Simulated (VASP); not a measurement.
# CoH3 (P6/mmm) in VASP: a series of runs, part 2 of 2

VASP 6.6.1. Earlier steps stand in the parts before.

### 3 Single point, PBE, collinear spin, ferromagnetic start

This run uses another cell than the first one: it holds 4 atoms, not 8.

INCAR reads:

```
  PREC = Accurate
  ENCUT = 690
  EDIFF = 1E-6
  ISMEAR = 0
  SIGMA = 0.15
  LREAL = F
  LASPH = T
  NELM = 200
  ALGO = Normal
  ISIF = 2
  LWAVE = F
  LCHARG = F
  ISPIN = 2
  MAGMOM = 3 0 0 0
  LORBIT = 11
  LMAXMIX = 4
  GGA = PE
  NBANDS = 22
  GGA_COMPAT = F
```

KPOINTS reads:

```
Automatic mesh
0
Gamma
  5 5 3
```

POSCAR reads:

```
CoH3
1.0
    2.4486478029      0.0000000000      0.0000000000
   -1.2243239015      2.1205912023      0.0000000000
    0.0000000000      0.0000000000      5.2819818514
Co H
1 3
Direct
    0.0000000000      0.0000000000      0.0000000000
    0.0000000000      0.0000000000      0.6827782672
    0.0000000000      0.0000000000      0.3172217328
    0.0000000000      0.0000000000      0.5000000000
```

Potentials or basis: VASP PAW PBE potentials, release 64 (Co_sv, H).

Started as:

```
$ cat potpaw_PBE.64/Co_sv/POTCAR potpaw_PBE.64/H/POTCAR > POTCAR
$ mpirun -np 1 vasp_std > vasp.out
```

OUTCAR:

```text
PREC = Accurate
   ENCUT = 690
   EDIFF = 1E-6
   ISMEAR = 0
   LREAL = F
   LASPH = T
   NELM = 200
   ISIF = 2
   ISPIN = 2
   LORBIT = 11
   GGA = PE

 ion  position               nearest neighbor table
   1  0.000  0.000  0.000-   2 1.68   3 1.68
   2  0.000  0.000  0.683-   1 1.68
   3  0.000  0.000  0.317-   1 1.68
   4  0.000  0.000  0.500-

  LATTYP: Found a hexagonal cell.
 ALAT       =     2.4486478029
 C/A-ratio  =     2.1571015011
[... 709 lines left out ...]
  energy-cutoff  :      690.00
  volume of cell :       27.43
      direct lattice vectors                 reciprocal lattice vectors
     2.448647803  0.000000000  0.000000000     0.408388662  0.235783304  0.000000000
    -1.224323902  2.120591202  0.000000000     0.000000000  0.471566608  0.000000000
     0.000000000  0.000000000  5.281981851     0.000000000  0.000000000  0.189322877

 POSITION                                       TOTAL-FORCE (eV/Angst)
 -----------------------------------------------------------------------------------
      0.00000      0.00000      0.00000        -0.000000      0.000000      0.000000
      0.00000      0.00000      3.60642         0.000000      0.000000     -0.026050
      0.00000      0.00000      1.67556        -0.000000     -0.000000      0.026050
      0.00000      0.00000      2.64099        -0.000000      0.000000      0.000000
 -----------------------------------------------------------------------------------
    total drift:                                0.000000      0.000000      0.000000

  FREE ENERGIE OF THE ION-ELECTRON SYSTEM (eV)
  ---------------------------------------------------
  free  energy   TOTEN  =       -15.2031765101 eV

  energy  without entropy=      -15.1753897959  energy(sigma->0) =      -15.18928315

 total charge

# of ion       s       p       d       tot
------------------------------------------
    1        2.252   6.095   6.706  15.053
    2        0.537   0.020   0.000   0.557
    3        0.537   0.020   0.000   0.557
    4        0.527   0.031   0.000   0.558
--------------------------------------------------
tot          3.854   6.166   6.706  16.726

 magnetization (x)

# of ion       s       p       d       tot
------------------------------------------
    1        0.003   0.006   1.721   1.730
    2       -0.005   0.001   0.000  -0.005
    3       -0.005   0.001   0.000  -0.005
    4        0.006  -0.000   0.000   0.005
--------------------------------------------------
tot         -0.002   0.007   1.721   1.726
```

OSZICAR:

```text
N       E                     dE             d eps       ncg     rms          rms(c)
DAV:   1     0.217219908960E+03    0.21722E+03   -0.11368E+04  1122   0.214E+03
DAV:   2    -0.844067462804E+01   -0.22566E+03   -0.21239E+03  1328   0.612E+02
DAV:   3    -0.171106389019E+02   -0.86700E+01   -0.86069E+01  1260   0.972E+01
DAV:   4    -0.172155330487E+02   -0.10489E+00   -0.10487E+00  1086   0.976E+00
DAV:   5    -0.172200046823E+02   -0.44716E-02   -0.44716E-02  1248   0.218E+00    0.162E+01
DAV:   6    -0.197151201381E+02   -0.24951E+01   -0.31525E+01  1202   0.105E+02    0.335E+01
DAV:   7    -0.152004063975E+02    0.45147E+01   -0.12009E+01  1156   0.628E+01    0.328E+00
DAV:   8    -0.152146950220E+02   -0.14289E-01   -0.44284E-01  1288   0.963E+00    0.163E+00
DAV:   9    -0.152055229611E+02    0.91721E-02   -0.58188E-02  1304   0.210E+00    0.747E-01
DAV:  10    -0.152027216879E+02    0.28013E-02   -0.72631E-03  1192   0.103E+00    0.233E-01
DAV:  11    -0.152029089025E+02   -0.18721E-03   -0.18917E-03  1094   0.419E-01    0.103E-01
DAV:  12    -0.152031079068E+02   -0.19900E-03   -0.25019E-04  1030   0.226E-01    0.567E-02
DAV:  13    -0.152031555491E+02   -0.47642E-04   -0.24552E-05  1054   0.746E-02    0.289E-02
DAV:  14    -0.152031709836E+02   -0.15435E-04   -0.12017E-05   976   0.426E-02    0.137E-02
DAV:  15    -0.152031758543E+02   -0.48707E-05   -0.35058E-06  1038   0.233E-02    0.870E-03
DAV:  16    -0.152031765101E+02   -0.65576E-06   -0.10332E-06  1050   0.101E-02
   1 F= -.15203177E+02 E0= -.15189283E+02  d E =-.277867E-01  mag=     1.7483
```

stdout:

```text
POSCAR found type information on POSCAR CoH
 POSCAR found :  2 types and       4 ions
 scaLAPACK will be used
 LDA part: xc-table for (Slater+PW92), standard interpolation
 POSCAR, INCAR and KPOINTS ok, starting setup
 FFT: planning ... GRIDC
 FFT: planning ... GRID_SOFT
 FFT: planning ... GRID
 WAVECAR not read
 entering main loop
```

Run time: 24 s. Hardware: 1 thread of Intel Xeon Platinum 8375C at 2.90GHz (Ice Lake), shared host; peak memory 0.18 GiB.

Results:

```
Free energy                                           : -15.2032 eV
Pressure                                              : -0.9 GPa
Largest force                                         : 0.026 eV/Å
Net moment                                            : 1.75 μB per cell
Site moments                                          : Co +1.73; H -0.01, +0.01 (each value once) μB
Valence electrons inside the program's atomic spheres : Co 15.05; H 0.56
```

Forces in eV/Å, atoms in the order of the input:
```
Co   0.000  0.000  0.000
H    0.000  0.000 -0.026
H    0.000  0.000  0.026
H    0.000  0.000  0.000
```

Caveat: the k points lie up to 0.59 Å⁻¹ apart.
